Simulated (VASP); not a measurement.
# SiC (F-43m) in VASP: notebook, part 2 of 2

VASP 6.6.1.

### 6 Single point, PBE (volume scaled by 1.03)

Input file INCAR:

```
  ALGO = Normal
  EDIFF = 1E-6
  ENCUT = 520
  GGA = PE
  ISIF = 2
  ISMEAR = 0
  LASPH = True
  LCHARG = False
  LREAL = False
  LWAVE = False
  NBANDS = 11
  NELM = 60
  PREC = Accurate
  SIGMA = 0.02
```

Input file KPOINTS:

```
k-points
0
Gamma
  10 10 10
```

Input file POSCAR:

```
SiC
1.0
    0.0000000000      2.2115508569      2.2115508569
    2.2115508569      0.0000000000      2.2115508569
    2.2115508569      2.2115508569      0.0000000000
Si C
1 1
Direct
    0.0000000000      0.0000000000      0.0000000000
    0.2500000000      0.2500000000      0.2500000000
```

Potentials or basis: VASP PAW PBE potentials, release 64 (Si, C).

Command:

```console
> cat potpaw_PBE.64/Si/POTCAR potpaw_PBE.64/C/POTCAR > POTCAR
> mpirun -np 1 vasp_std > vasp.out
```

OUTCAR:

```text
EDIFF = 1E-6
   ENCUT = 520
   GGA = PE
   ISIF = 2
   ISMEAR = 0
   LASPH = True
   LREAL = False
   NELM = 60
   PREC = Accurate

 ion  position               nearest neighbor table
   1  0.000  0.000  0.000-   2 1.92   2 1.92   2 1.92   2 1.92
   2  0.250  0.250  0.250-   1 1.92   1 1.92   1 1.92   1 1.92

  LATTYP: Found a face centered cubic cell.
 ALAT       =     4.4231017138

  Lattice vectors:

 A1 = (   0.0000000000,   2.2115508569,   2.2115508569)
 A2 = (   2.2115508569,   0.0000000000,   2.2115508569)
 A3 = (   2.2115508569,   2.2115508569,   0.0000000000)

Analysis of symmetry for initial positions (statically):
=====================================================================
 Subroutine PRICEL returns:
 Original cell was already a primitive cell.

 Routine SETGRP: Setting up the symmetry group for a
 face centered cubic supercell.

 Subroutine GETGRP returns: Found 24 space group operations
 (whereof 24 operations were pure point group operations)
 out of a pool of 48 trial point group operations.

The static configuration has the point symmetry T_d .

Analysis of symmetry for dynamics (positions and initial velocities):
=====================================================================
 Subroutine PRICEL returns:
 Original cell was already a primitive cell.

 Routine SETGRP: Setting up the symmetry group for a
 face centered cubic supercell.

 Subroutine GETGRP returns: Found 24 space group operations
 (whereof 24 operations were pure point group operations)
 out of a pool of 48 trial point group operations.

The dynamic configuration has the point symmetry T_d .

 Subroutine INISYM returns: Found 24 space group operations
 (whereof 24 operations are pure point group operations),
 and found     1 'primitive' translations

----------------------------------------------------------------------------------------

                                     Primitive cell

  volume of cell :      21.6332

  direct lattice vectors                    reciprocal lattice vectors
     0.000000000  2.211550857  2.211550857    -0.226085689  0.226085689  0.226085689
     2.211550857  0.000000000  2.211550857     0.226085689 -0.226085689  0.226085689
     2.211550857  2.211550857  0.000000000     0.226085689  0.226085689 -0.226085689

  length of vectors
     3.127605216  3.127605216  3.127605216     0.391591901  0.391591901  0.391591901

  position of ions in fractional coordinates (direct lattice)
     0.000000000  0.000000000  0.000000000
     0.250000000  0.250000000  0.250000000

  ion indices of the primitive-cell ions
   primitive index   ion index
                 1           1
                 2           2

----------------------------------------------------------------------------------------

 KPOINTS: k-points

Automatic generation of k-mesh.
 Grid dimensions read from file:
 generate k-points for:   10   10   10

 Generating k-lattice:

  Cartesian coordinates                     Fractional coordinates (reciprocal lattice)
    -0.022608569  0.022608569  0.022608569     0.100000000  0.000000000  0.000000000
     0.022608569 -0.022608569  0.022608569     0.000000000  0.100000000  0.000000000
     0.022608569  0.022608569 -0.022608569     0.000000000  0.000000000  0.100000000

  Length of vectors
     0.039159190  0.039159190  0.039159190

  Shift w.r.t. Gamma in fractional coordinates (k-lattice)
     0.000000000  0.000000000  0.000000000

 Subroutine IBZKPT returns following result:
 ===========================================

 Found     47 irreducible k-points:

 Following reciprocal coordinates:
            Coordinates               Weight
  0.000000  0.000000  0.000000      1.000000
  0.100000  0.000000  0.000000      8.000000
  0.200000  0.000000  0.000000      8.000000
  0.300000  0.000000  0.000000      8.000000
  0.400000  0.000000  0.000000      8.000000
  0.500000  0.000000  0.000000      4.000000
[... 16 lines left out ...]
  0.300000  0.300000  0.000000      6.000000
  0.400000  0.300000  0.000000     24.000000
 [... further k-points ...]
   k-points           NKPTS =     47   k-points in BZ     NKDIM =     47   number of bands    NBANDS=     11
   number of dos      NEDOS =    301   number of ions     NIONS =      2
   total plane-waves  NPLWV =  13824
   dimension x,y,z NGX =    24 NGY =   24 NGZ =   24
   dimension x,y,z NGXF=    48 NGYF=   48 NGZF=   48
   ions per type =               1   1
   NGX,Y,Z   is equivalent  to a cutoff of  12.76, 12.76, 12.76 a.u.
   NGXF,Y,Z  is equivalent  to a cutoff of  25.51, 25.51, 25.51 a.u.
 SYSTEM =  unknown system
   PREC   = accura    normal or accurate (medium, high low for compatibility)
   ISTART =      0    job   : 0-new  1-cont  2-samecut
   ICHARG =      2    charge: 1-file 2-atom 10-const
   ISPIN  =      1    spin polarized calculation?
   LNONCOLLINEAR =      F non collinear calculations
   LSORBIT =      F    spin-orbit coupling
   LASPH  =      T    aspherical Exc in radial PAW
   ENCUT  =  520.0 eV  38.22 Ry    6.18 a.u.   5.82  5.82  5.82*2*pi/ulx,y,z
   NELM   =     60;   NELMIN=  2; NELMDL= -5     # of ELM steps
   EDIFF  = 0.1E-05   stopping-criterion for ELM
   LREAL  =      F    real-space projection
   EDIFFG = 0.1E-04   stopping-criterion for IOM
   NSW    =      0    number of steps for IOM
   IBRION =     -1    ionic relax: 0-MD 1-quasi-New 2-CG
   NFREE  =      0    steps in history (QN), initial steepest desc. (CG)
   ISIF   =      2    stress and relaxation
   ISYM   =      2    0-nonsym 1-usesym 2-fastsym
   POTIM  = 0.5000    time-step for ionic-motion
   TEBEG  =    0.0;   TEEND  =   0.0 temperature during run
   PSTRESS=    0.0 pullay stress
   NELECT =       8.0000    total number of electrons
   NUPDOWN=      -1.0000    fix difference up-down
   EMIN   =  10.00;   EMAX   =-10.00  energy-range for DOS
   EFERMI =   0.00;   METHOD = LEGACY
   ISMEAR =     0;   SIGMA  =   0.02  broadening in eV -4-tet -1-fermi 0-gaus
   EFERMI_NEDOS =   21; number of points for ismear=-14 and -15
   IALGO  =     38    algorithm
   IMIX   =      4    mixing-type and parameters
     AMIX     =   0.40;   BMIX     =  1.00
     AMIX_MAG =   1.60;   BMIX_MAG =  1.00
  volume/ion in A,a.u.               =      10.82        72.99
  Fermi-wavevector in a.u.,A,eV,Ry     =   1.175072  2.220565 18.786853  1.380795
  Thomas-Fermi vector in A             =   2.311459
   LORBIT       =      0    0 simple, 1 ext, 2 COOP (PROOUT), +10 PAW based schemes
   GGA     = PE    functional components
   LHFCALC =     F    Hartree Fock is set to
   AEXX    =    0.0000 exact exchange contribution
   IVDW    =     0    specifies the selected vdW correction
   LEPSILON=     F    determine dielectric tensor
   LRPA    =     F    only Hartree local field effects (RPA)
 non-spin polarized calculation
 Gauss-broadening in eV      SIGMA  =   0.02
  energy-cutoff  :      520.00
  volume of cell :       21.63
 maximum number of plane-waves:       594
   NGX = 11   NGY = 11   NGZ = 11

 number of electron       8.0000001 magnetization

 Free energy of the ion-electron system (eV)
  ---------------------------------------------------
  ext. energy  EPLUGINS =         0.00000000
  ---------------------------------------------------
  free energy    TOTEN  =       -15.04888970 eV

  energy without entropy =      -15.04888970  energy(sigma->0) =      -15.04888970

 E-fermi :   7.7226     XC(G=0): -11.1630

 val. band max:        7.6154954703   @ k =   0.0000   0.0000   0.0000
 cond. band min:       9.0121309044   @ k =   0.5000   0.5000   0.0000
 fundamental gap:      1.3966354342
 Fermi energy:         7.7225639276

 k-point     1 :       0.0000    0.0000    0.0000
  band No.  band energies     occupation
      1      -7.4430      2.00000
      2       7.6155      2.00000
      3       7.6155      2.00000
      4       7.6155      2.00000
      5      13.3300      0.00000
      6      14.6206      0.00000
      7      14.6206      0.00000
      8      14.6206      0.00000
      9      21.8655      0.00000
     10      21.8655      0.00000
     11      23.4165      0.00000
[... 309 lines left out ...]
 k-point    24 :       0.4000    0.3000    0.0000
  band No.  band energies     occupation
      1      -4.4186      2.00000
      2       2.0836      2.00000
      3       4.5532      2.00000
      4       5.0607      2.00000
      5      10.4504      0.00000
      6      13.0560      0.00000
      7      18.7677      0.00000
      8      19.1298      0.00000
      9      20.8712      0.00000
     10      25.2877      0.00000
     11      28.1796      0.00000

 [... further k-points ...]
[... 5 lines left out ...]
  --------------------------------------------------------------------------------------
  -------------------------------------------------------------------------------------
  Total       -0.8056134     -0.8056134     -0.8056134     -0.0000000     -0.0000000      0.0000000
  in kB      -59.6645674    -59.6645674    -59.6645674     -0.0000000     -0.0000000      0.0000000
  external PRESSURE =     -59.6645674 kB  Pullay stress =       0.0000000 kB

 VOLUME and BASIS-vectors are now :
 -----------------------------------------------------------------------------
  energy-cutoff  :      520.00
  volume of cell :       21.63
      direct lattice vectors                 reciprocal lattice vectors
     0.000000000  2.211550857  2.211550857    -0.226085689  0.226085689  0.226085689
     2.211550857  0.000000000  2.211550857     0.226085689 -0.226085689  0.226085689
     2.211550857  2.211550857  0.000000000     0.226085689  0.226085689 -0.226085689

 POSITION                                       TOTAL-FORCE (eV/Angst)
 -----------------------------------------------------------------------------------
      0.00000      0.00000      0.00000        -0.000000     -0.000000     -0.000000
      1.10578      1.10578      1.10578         0.000000      0.000000      0.000000
 -----------------------------------------------------------------------------------
    total drift:                                0.000000      0.000000      0.000000

  FREE ENERGIE OF THE ION-ELECTRON SYSTEM (eV)
  ---------------------------------------------------
  free  energy   TOTEN  =       -15.0488897000 eV

  energy  without entropy=      -15.0488897000  energy(sigma->0) =      -15.04888970
```

OSZICAR:

```text
N       E                     dE             d eps       ncg     rms          rms(c)
DAV:   1     0.218213157598E+01    0.21821E+01   -0.38467E+03  1098   0.609E+02
DAV:   2    -0.162291742660E+02   -0.18411E+02   -0.17493E+02  1342   0.105E+02
DAV:   3    -0.167813174841E+02   -0.55214E+00   -0.55104E+00  1272   0.149E+01
DAV:   4    -0.167836090609E+02   -0.22916E-02   -0.22914E-02  1219   0.119E+00
DAV:   5    -0.167836205146E+02   -0.11454E-04   -0.11454E-04  1232   0.779E-02    0.836E+00
DAV:   6    -0.150924424496E+02    0.16912E+01   -0.64209E+00  1157   0.111E+01    0.367E+00
DAV:   7    -0.150560530615E+02    0.36389E-01   -0.33518E-01  1217   0.334E+00    0.171E+00
DAV:   8    -0.150486805530E+02    0.73725E-02   -0.19778E-02  1172   0.932E-01    0.173E-01
DAV:   9    -0.150487675847E+02   -0.87032E-04   -0.17903E-03  1308   0.235E-01    0.111E-01
DAV:  10    -0.150488865828E+02   -0.11900E-03   -0.26912E-04  1163   0.979E-02    0.268E-02
DAV:  11    -0.150488892156E+02   -0.26328E-05   -0.49794E-05  1226   0.358E-02    0.710E-03
DAV:  12    -0.150488897000E+02   -0.48442E-06   -0.22690E-06  1068   0.897E-03
   1 F= -.15048890E+02 E0= -.15048890E+02  d E =-.121055E-16
```

It took 6.3 s on 1 thread of Intel Xeon Platinum 8259CL at 2.50GHz (Skylake/Cascade Lake), shared host; peak memory 0.13 GiB.

What came out:

```yaml
Free_energy: -15.0489 eV
Pressure: -6.0 GPa
Band_gap_on_the_k_mesh: 1.40 eV, indirect (least direct gap 4.50 eV)
```

 A k mesh can miss the band edges.

### 7 Summary

| cell | gap on the mesh (eV) | pressure (GPa) |
| --- | --- | --- |
| a = 2.968 Å, angles 60.0°, 2 atoms | 1.24 | 34.7 |
| a = 3.097 Å, angles 60.0°, 2 atoms | 1.37 | 0.0 |
| a = 3.066 Å, angles 60.0°, 2 atoms | 1.34 | 6.8 |
| a = 3.128 Å, angles 60.0°, 2 atoms | 1.40 | -6.0 |

Alike in all rows: task single point; level PBE; potentials or basis VASP PAW PBE potentials, release 64 (Si, C); no spin polarisation; k mesh 10 × 10 × 10; cutoff (eV) 520; smearing gaussian 0.02 eV.

Absolute energies hang on the potentials; compare differences alone.

### 8 Comparison with measurements

Step 3. Measured gap of SiC: 2.4 eV (indirect; quoted in “Insight into the structural, elastic and electronic properties of a new orthorhombic 6O-SiC polytype”, 2020, pmc:7200658). This calculation gives 1.37 eV (-1.03 eV). The value is that of PBE on a finite k mesh, which can miss the band edges, without temperature or zero-point motion. Semilocal functionals fall short of measured gaps as a rule.

Step 4. Against the measured gap of SiC, 2.4 eV (indirect; quoted in “Insight into the structural, elastic and electronic properties of a new orthorhombic 6O-SiC polytype”, 2020, pmc:7200658), the calculated 1.37 eV is off by -1.03 eV. The value is that of PBE on a finite k mesh, which can miss the band edges, without temperature or zero-point motion. Semilocal functionals fall short of measured gaps as a rule.
